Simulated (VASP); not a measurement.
# Ca (I4/mmm) in VASP: a series of runs, part 2 of 2

VASP 6.6.1. Earlier steps stand in the parts before.

**4. Single point, PBE (strain -0.050 along x and y, +0.000 along z)**

INCAR

```
PREC     = Accurate       # precision mode
ENCUT    = 520            # plane-wave cutoff, eV
EDIFF    = 1E-6           # SCF threshold, eV
ISMEAR   = 0              # smearing method
SIGMA    = 0.15           # smearing width, eV
LREAL    = False          # projectors in reciprocal space
LASPH    = True           # aspherical terms in the spheres
NELM     = 60             # most SCF steps
ALGO     = Fast           # electronic algorithm
ISIF     = 2              # what is computed and relaxed
LWAVE    = False          # write WAVECAR
LCHARG   = True           # write CHGCAR
GGA      = PE             # functional
LELF     = True           # ELF
LVHAR    = True         
NBANDS   = 11             # bands
```

KPOINTS

```
Automatic mesh
0
Gamma
  16 16 16
```

POSCAR

```
Ca
1.0
   -2.0949446584      2.0949446584      2.1961148100
    2.0949446584     -2.0949446584      2.1961148100
    2.0949446584      2.0949446584     -2.1961148100
Ca
1
Direct
    0.5000000000      0.5000000000      0.0000000000
```

Potentials or basis: VASP PAW PBE potentials, release 64 (Ca_sv).

The run is started by

```
$ cat potpaw_PBE.64/Ca_sv/POTCAR > POTCAR
$ mpirun -np 1 vasp_std > vasp.out
```

OUTCAR:

```text
PREC = Accurate
   ENCUT = 520
   EDIFF = 1E-6
   ISMEAR = 0
   LREAL = False
   LASPH = True
   NELM = 60
   ISIF = 2
   GGA = PE

 ion  position               nearest neighbor table
   1  0.500  0.500  0.000-

  LATTYP: Found a body centered tetragonal cell.
 ALAT       =     4.1898893168
 C/A-ratio  =     1.0482925175

  Lattice vectors:

 A1 = (  -2.0949446584,   2.0949446584,   2.1961148100)
 A2 = (   2.0949446584,  -2.0949446584,   2.1961148100)
 A3 = (   2.0949446584,   2.0949446584,  -2.1961148100)

Analysis of symmetry for initial positions (statically):
=====================================================================
 Subroutine PRICEL returns:
 Original cell was already a primitive cell.

 Routine SETGRP: Setting up the symmetry group for a
 body centered tetragonal supercell.

 Subroutine GETGRP returns: Found 16 space group operations
 (whereof 16 operations were pure point group operations)
 out of a pool of 16 trial point group operations.

The static configuration has the point symmetry D_4h.

Analysis of symmetry for dynamics (positions and initial velocities):
=====================================================================
 Subroutine PRICEL returns:
 Original cell was already a primitive cell.

 Routine SETGRP: Setting up the symmetry group for a
 body centered tetragonal supercell.

 Subroutine GETGRP returns: Found 16 space group operations
 (whereof 16 operations were pure point group operations)
 out of a pool of 16 trial point group operations.

The dynamic configuration has the point symmetry D_4h.

 Subroutine INISYM returns: Found 16 space group operations
 (whereof 16 operations are pure point group operations),
 and found     1 'primitive' translations

----------------------------------------------------------------------------------------

                                     Primitive cell

  volume of cell :      38.5532

  direct lattice vectors                    reciprocal lattice vectors
    -2.094944658  2.094944658  2.196114810     0.000000000  0.238669789  0.227674800
     2.094944658 -2.094944658  2.196114810     0.238669789  0.000000000  0.227674800
     2.094944658  2.094944658 -2.196114810     0.238669789  0.238669789  0.000000000

  length of vectors
     3.687886455  3.687886455  3.687886455     0.329847060  0.329847060  0.337530053

  position of ions in fractional coordinates (direct lattice)
     0.500000000  0.500000000  0.000000000

  ion indices of the primitive-cell ions
   primitive index   ion index
                 1           1

----------------------------------------------------------------------------------------

 KPOINTS: Automatic mesh

Automatic generation of k-mesh.
 Grid dimensions read from file:
 generate k-points for:   16   16   16

 Generating k-lattice:

  Cartesian coordinates                     Fractional coordinates (reciprocal lattice)
     0.000000000  0.014916862  0.014229675     0.062500000 -0.000000000  0.000000000
     0.014916862  0.000000000  0.014229675    -0.000000000  0.062500000  0.000000000
     0.014916862  0.014916862  0.000000000     0.000000000  0.000000000  0.062500000

  Length of vectors
     0.020615441  0.020615441  0.021095628

  Shift w.r.t. Gamma in fractional coordinates (k-lattice)
     0.000000000  0.000000000  0.000000000

 Subroutine IBZKPT returns following result:
 ===========================================

 Found    349 irreducible k-points:

 Following reciprocal coordinates:
            Coordinates               Weight
  0.000000  0.000000  0.000000      1.000000
  0.062500 -0.000000  0.000000      8.000000
  0.125000 -0.000000  0.000000      8.000000
  0.187500 -0.000000  0.000000      8.000000
  0.250000 -0.000000  0.000000      8.000000
  0.312500  0.000000  0.000000      8.000000
[... 16 lines left out ...]
 -0.125000  0.062500 -0.000000     16.000000
 -0.062500  0.062500  0.000000      4.000000
 [... further k-points ...]
   k-points           NKPTS =    349   k-points in BZ     NKDIM =    349   number of bands    NBANDS=     11
   number of dos      NEDOS =    301   number of ions     NIONS =      1
   total plane-waves  NPLWV =  21952
   dimension x,y,z NGX =    28 NGY =   28 NGZ =   28
   dimension x,y,z NGXF=    56 NGYF=   56 NGZF=   56
   ions per type =               1
   NGX,Y,Z   is equivalent  to a cutoff of  12.62, 12.62, 12.62 a.u.
   NGXF,Y,Z  is equivalent  to a cutoff of  25.24, 25.24, 25.24 a.u.
 SYSTEM =  unknown system
   PREC   = accura    normal or accurate (medium, high low for compatibility)
   ISTART =      0    job   : 0-new  1-cont  2-samecut
   ICHARG =      2    charge: 1-file 2-atom 10-const
   ISPIN  =      1    spin polarized calculation?
   LNONCOLLINEAR =      F non collinear calculations
   LSORBIT =      F    spin-orbit coupling
   LASPH  =      T    aspherical Exc in radial PAW
   ENCUT  =  520.0 eV  38.22 Ry    6.18 a.u.   6.86  6.86  6.86*2*pi/ulx,y,z
   NELM   =     60;   NELMIN=  2; NELMDL= -5     # of ELM steps
   EDIFF  = 0.1E-05   stopping-criterion for ELM
   LREAL  =      F    real-space projection
   EDIFFG = 0.1E-04   stopping-criterion for IOM
   NSW    =      0    number of steps for IOM
   IBRION =     -1    ionic relax: 0-MD 1-quasi-New 2-CG
   NFREE  =      0    steps in history (QN), initial steepest desc. (CG)
   ISIF   =      2    stress and relaxation
   ISYM   =      2    0-nonsym 1-usesym 2-fastsym
   POTIM  = 0.5000    time-step for ionic-motion
   TEBEG  =    0.0;   TEEND  =   0.0 temperature during run
   PSTRESS=    0.0 pullay stress
   NELECT =      10.0000    total number of electrons
   NUPDOWN=      -1.0000    fix difference up-down
   EMIN   =  10.00;   EMAX   =-10.00  energy-range for DOS
   EFERMI =   0.00;   METHOD = LEGACY
   ISMEAR =     0;   SIGMA  =   0.15  broadening in eV -4-tet -1-fermi 0-gaus
   EFERMI_NEDOS =   21; number of points for ismear=-14 and -15
   IALGO  =     68    algorithm
   IMIX   =      4    mixing-type and parameters
     AMIX     =   0.40;   BMIX     =  1.00
     AMIX_MAG =   1.60;   BMIX_MAG =  1.00
  volume/ion in A,a.u.               =      38.55       260.17
  Fermi-wavevector in a.u.,A,eV,Ry     =   1.044050  1.972969 14.830910  1.090041
  Thomas-Fermi vector in A             =   2.178786
   LORBIT       =      0    0 simple, 1 ext, 2 COOP (PROOUT), +10 PAW based schemes
   GGA     = PE    functional components
   LHFCALC =     F    Hartree Fock is set to
   AEXX    =    0.0000 exact exchange contribution
   IVDW    =     0    specifies the selected vdW correction
   LEPSILON=     F    determine dielectric tensor
   LRPA    =     F    only Hartree local field effects (RPA)
 non-spin polarized calculation
 RMM-DIIS sequential band-by-band and
 Gauss-broadening in eV      SIGMA  =   0.15
  energy-cutoff  :      520.00
  volume of cell :       38.55
 maximum number of plane-waves:      1061
   NGX = 13   NGY = 13   NGZ = 13

 number of electron      10.0000000 magnetization

 Free energy of the ion-electron system (eV)
  ---------------------------------------------------
  ext. energy  EPLUGINS =         0.00000000
  ---------------------------------------------------
  free energy    TOTEN  =        -1.90394505 eV

  energy without entropy =       -1.88779137  energy(sigma->0) =       -1.89586821

 E-fermi :   2.3860     XC(G=0):  -8.0176

 val. band max:        2.3813767517   @ k =   0.5000   0.5000   0.4375
 cond. band min:       2.3870411017   @ k =  -0.2500  -0.4375   0.1250
 fundamental gap:      0.0056643501
 Fermi energy:         2.3859984092

 k-point     1 :       0.0000    0.0000    0.0000
  band No.  band energies     occupation
      1     -39.4591      2.00000
      2     -20.3636      2.00000
      3     -20.3636      2.00000
      4     -20.3543      2.00000
      5      -1.8481      2.00000
      6       4.7427      0.00000
      7       4.7427      0.00000
      8       4.9674      0.00000
      9       5.8087      0.00000
     10       6.1000      0.00000
     11      12.7422      0.00000

 k-point     2 :       0.0625   -0.0000    0.0000
  band No.  band energies     occupation
      1     -39.4583      2.00000
      2     -20.3689      2.00000
      3     -20.3659      2.00000
      4     -20.3567      2.00000
      5      -1.7727      2.00000
      6       4.7157      0.00000
      7       4.7414      0.00000
      8       4.9803      0.00000
      9       5.7639      0.00000
     10       6.0807      0.00000
     11      12.7596      0.00000
[... 295 lines left out ...]
 k-point    24 :      -0.0625    0.0625    0.0000
  band No.  band energies     occupation
      1     -39.4583      2.00000
      2     -20.3712      2.00000
      3     -20.3638      2.00000
      4     -20.3570      2.00000
      5      -1.7690      2.00000
      6       4.6858      0.00000
      7       4.8029      0.00000
      8       4.9334      0.00000
      9       5.8160      0.00000
     10       6.0382      0.00000
     11      12.8641      0.00000

 [... further k-points ...]
[... 5 lines left out ...]
  --------------------------------------------------------------------------------------
  -------------------------------------------------------------------------------------
  Total        0.4059528      0.4059528      0.4283963      0.0000000     -0.0000000      0.0000000
  in kB       16.8704214     16.8704214     17.8031232      0.0000000     -0.0000000      0.0000000
  external PRESSURE =      17.1813220 kB  Pullay stress =       0.0000000 kB

 VOLUME and BASIS-vectors are now :
 -----------------------------------------------------------------------------
  energy-cutoff  :      520.00
  volume of cell :       38.55
      direct lattice vectors                 reciprocal lattice vectors
    -2.094944658  2.094944658  2.196114810     0.000000000  0.238669789  0.227674800
     2.094944658 -2.094944658  2.196114810     0.238669789  0.000000000  0.227674800
     2.094944658  2.094944658 -2.196114810     0.238669789  0.238669789  0.000000000

 POSITION                                       TOTAL-FORCE (eV/Angst)
 -----------------------------------------------------------------------------------
      0.00000      0.00000      2.19611         0.000000     -0.000000      0.000000
 -----------------------------------------------------------------------------------
    total drift:                                0.000000     -0.000000      0.000000

  FREE ENERGIE OF THE ION-ELECTRON SYSTEM (eV)
  ---------------------------------------------------
  free  energy   TOTEN  =        -1.9039450500 eV

  energy  without entropy=       -1.8877913690  energy(sigma->0) =       -1.89586821
```

Wall time 89 s (1 thread of Intel Xeon Platinum 8375C at 2.90GHz (Ice Lake), shared host); peak memory 0.27 GiB.

What came out:

- Free energy: -1.9039 eV
- Pressure: 1.7 GPa
- Band gap on the k mesh: zero (band 5 reaches 2.69 eV, above the bottom of band 6 at 2.35 eV)

Stress tensor (GPa, compression positive):
```
1.69 0.00 0.00
0.00 1.69 0.00
0.00 0.00 1.78
```

Caveat: the cell differs from its parent crystal (strain -0.050 along x and y, +0.000 along z).

**5. Single point, PBE (strain -0.025 along x and y, -0.050 along z)**

INCAR

```
SYSTEM = Ca
PREC     = Accurate       ! precision mode
ENCUT    = 520            ! plane-wave cutoff, eV
EDIFF    = 1E-6           ! SCF threshold, eV
ISMEAR   = 0              ! smearing method
SIGMA    = 0.15           ! smearing width, eV
LREAL    = .FALSE.        ! projectors in reciprocal space
LASPH    = .TRUE.         ! aspherical terms in the spheres
NELM     = 60             ! most SCF steps
ALGO     = Fast           ! electronic algorithm
ISIF     = 2              ! what is computed and relaxed
LWAVE    = .FALSE.        ! write WAVECAR
LCHARG   = .FALSE.        ! write CHGCAR
GGA      = PE             ! functional
NBANDS   = 11             ! bands
```

KPOINTS

```
regular mesh
0
G
  16 16 16
  0 0 0
```

POSCAR

```
Ca
1.0
   -2.1500747810      2.1500747810      2.0863090695
    2.1500747810     -2.1500747810      2.0863090695
    2.1500747810      2.1500747810     -2.0863090695
Ca
1
Direct
    0.5000000000      0.5000000000      0.0000000000
```

The run is started by

```
$ cat potpaw_PBE.64/Ca_sv/POTCAR > POTCAR
$ mpirun -np 1 vasp_std > vasp.out
```

Wall time 90 s (1 thread of Intel Xeon Platinum 8375C at 2.90GHz (Ice Lake), shared host); peak memory 0.27 GiB.

It converged, with:

* Free energy: -1.9039 eV
* Pressure: 1.7 GPa
* Band gap on the k mesh: zero (band 5 reaches 2.72 eV, above the bottom of band 6 at 2.30 eV)

Levels at points of the mesh, in eV from the Fermi level:
| k point | band 1 | band 2 | band 3 | band 4 | band 5 | band 6 | band 7 | band 8 | band 9 | band 10 |
| --- | --- | --- | --- | --- | --- | --- | --- | --- | --- | --- |
| (0.00, 0.00, 0.00) | -41.85 | -22.75 | -22.75 | -22.75 | -4.24 | 2.32 | 2.48 | 2.48 | 3.47 | 3.67 |
| (0.50, 0.00, 0.00) | -41.82 | -22.94 | -22.81 | -22.75 | -0.94 | 0.10 | 1.30 | 3.53 | 3.94 | 4.75 |
| (0.50, 0.50, 0.00) | -41.82 | -22.94 | -22.81 | -22.74 | -1.00 | -0.01 | 1.49 | 3.37 | 3.84 | 4.73 |
| (0.50, 0.50, 0.50) | -41.81 | -22.89 | -22.89 | -22.88 | -0.10 | -0.03 | 4.13 | 4.13 | 4.48 | 4.48 |

Caveat: the cell differs from its parent crystal (strain -0.025 along x and y, -0.050 along z).

**6. Single point, PBE (strain -0.025 along x and y, -0.025 along z)**

INCAR

```
SYSTEM = Ca
ALGO = Fast ; EDIFF = 1E-6
ENCUT = 520 ; GGA = PE
ISIF = 2 ; ISMEAR = 0
LASPH = .TRUE. ; LCHARG = .FALSE.
LREAL = .FALSE. ; LWAVE = .FALSE.
NBANDS = 11 ; NELM = 60
PREC = Accurate ; SIGMA = 0.15
```

KPOINTS

```
k-points
0
G
  16 16 16
  0 0 0
```

POSCAR

```
Ca
1.0
   -2.1500747810      2.1500747810      2.1412119398
    2.1500747810     -2.1500747810      2.1412119398
    2.1500747810      2.1500747810     -2.1412119398
Ca
1
Direct
    0.5000000000      0.5000000000      0.0000000000
```

Potentials or basis: VASP PAW PBE potentials, release 64 (Ca_sv).

The run is started by

```
$ cat potpaw_PBE.64/Ca_sv/POTCAR > POTCAR
$ mpirun -np 1 vasp_std > vasp.out
```

OUTCAR:

```text
SYSTEM = Ca
   EDIFF = 1E-6
   ENCUT = 520
   GGA = PE
   ISIF = 2
   ISMEAR = 0
   LASPH = .TRUE.
   LREAL = .FALSE.
   NELM = 60
   PREC = Accurate

 ion  position               nearest neighbor table
   1  0.500  0.500  0.000-

  LATTYP: Found a body centered tetragonal cell.
 ALAT       =     4.3001495620
 C/A-ratio  =     0.9958778917

  Lattice vectors:

 A1 = (  -2.1500747810,   2.1500747810,   2.1412119398)
[... 509 lines left out ...]
      1     -39.6324      2.00000
      2     -20.5462      2.00000
      3     -20.5424      2.00000
      4     -20.5393      2.00000
      5      -1.8393      2.00000
      6       4.6191      0.00000
      7       4.6198      0.00000
      8       4.7247      0.00000
      9       5.7103      0.00000
     10       5.7972      0.00000
     11      12.7324      0.00000

 [... further k-points ...]
[... 5 lines left out ...]
  --------------------------------------------------------------------------------------
  -------------------------------------------------------------------------------------
  Total        0.2876136      0.2876136      0.2858488      0.0000000      0.0000000      0.0000000
  in kB       11.6384005     11.6384005     11.5669866      0.0000000      0.0000000      0.0000000
  external PRESSURE =      11.6145958 kB  Pullay stress =       0.0000000 kB

 VOLUME and BASIS-vectors are now :
 -----------------------------------------------------------------------------
  energy-cutoff  :      520.00
  volume of cell :       39.59
      direct lattice vectors                 reciprocal lattice vectors
    -2.150074781  2.150074781  2.141211940     0.000000000  0.232550051  0.233512615
     2.150074781 -2.150074781  2.141211940     0.232550051  0.000000000  0.233512615
     2.150074781  2.150074781 -2.141211940     0.232550051  0.232550051  0.000000000

 POSITION                                       TOTAL-FORCE (eV/Angst)
 -----------------------------------------------------------------------------------
      0.00000      0.00000      2.14121        -0.000000      0.000000     -0.000000
 -----------------------------------------------------------------------------------
    total drift:                                0.000000     -0.000000      0.000000

  FREE ENERGIE OF THE ION-ELECTRON SYSTEM (eV)
  ---------------------------------------------------
  free  energy   TOTEN  =        -1.9129381777 eV

  energy  without entropy=       -1.8955274214  energy(sigma->0) =       -1.90423280
```

OSZICAR:

```text
N       E                     dE             d eps       ncg     rms          rms(c)
DAV:   1     0.710413983642E+02    0.71041E+02   -0.53274E+03  7678   0.815E+02
DAV:   2     0.135533759026E+01   -0.69686E+02   -0.69000E+02  8290   0.222E+02
DAV:   3    -0.176832068581E+01   -0.31237E+01   -0.30907E+01 13359   0.402E+01
DAV:   4    -0.192506280963E+01   -0.15674E+00   -0.15640E+00  9794   0.521E+00
DAV:   5    -0.192641407621E+01   -0.13513E-02   -0.13511E-02 10738   0.600E-01    0.215E+00
RMM:   6    -0.191564323568E+01    0.10771E-01   -0.10512E-02  8112   0.110E+00    0.133E+00
RMM:   7    -0.191318425252E+01    0.24590E-02   -0.22092E-02  8952   0.179E+00    0.111E-01
RMM:   8    -0.191278097390E+01    0.40328E-03   -0.48752E-03  9068   0.855E-01    0.257E-02
RMM:   9    -0.191290041274E+01   -0.11944E-03   -0.12530E-03 11630   0.403E-01    0.208E-02
RMM:  10    -0.191293156152E+01   -0.31149E-04   -0.22057E-04 11817   0.149E-01    0.458E-03
RMM:  11    -0.191293813276E+01   -0.65712E-05   -0.49230E-05 12041   0.640E-02    0.768E-03
RMM:  12    -0.191293817774E+01   -0.44981E-07   -0.63294E-06 10745   0.270E-02
   1 F= -.19129382E+01 E0= -.19042328E+01  d E =-.174108E-01
```

stdout:

```text
POSCAR found type information on POSCAR Ca
 POSCAR found :  1 types and       1 ions
 scaLAPACK will be used
 LDA part: xc-table for (Slater+PW92), standard interpolation
 POSCAR, INCAR and KPOINTS ok, starting setup
 FFT: planning ... GRIDC
 FFT: planning ... GRID_SOFT
 FFT: planning ... GRID
 WAVECAR not read
 entering main loop
WARNING in EDDRMM: call to ZHEGV failed, returncode =   6  3      9
```

Wall time 1.8 min (1 thread of Intel Xeon Platinum 8375C at 2.90GHz (Ice Lake), shared host); peak memory 0.27 GiB.

Results:

* Free energy: -1.9129 eV
* Pressure: 1.2 GPa
* Band gap on the k mesh: zero (band 5 reaches 2.62 eV, above the bottom of band 6 at 2.23 eV)

Caveat: the cell differs from its parent crystal (strain -0.025 along x and y, -0.025 along z).

**7. Overview**

```csv
cell,gap on the mesh (eV),pressure (GPa)
"a = 3.624 Å, angles 109.4, 109.4, 109.7°, 1 atom",none,2.9
"a = 3.655 Å, angles 110.1, 110.1, 108.3°, 1 atom",none,2.2
"a = 3.688 Å, angles 110.8, 110.8, 106.9°, 1 atom",none,1.7
"a = 3.688 Å, angles 108.7, 108.7, 111.1°, 1 atom",none,1.7
"a = 3.719 Å, angles 109.4, 109.4, 109.7°, 1 atom",none,1.2
```

Alike in all rows: task single point; level PBE; potentials or basis VASP PAW PBE potentials, release 64 (Ca_sv); no spin polarisation; k mesh 16 × 16 × 16; cutoff (eV) 520; smearing gaussian 0.15 eV.

Absolute energies hang on the potentials; compare differences alone.
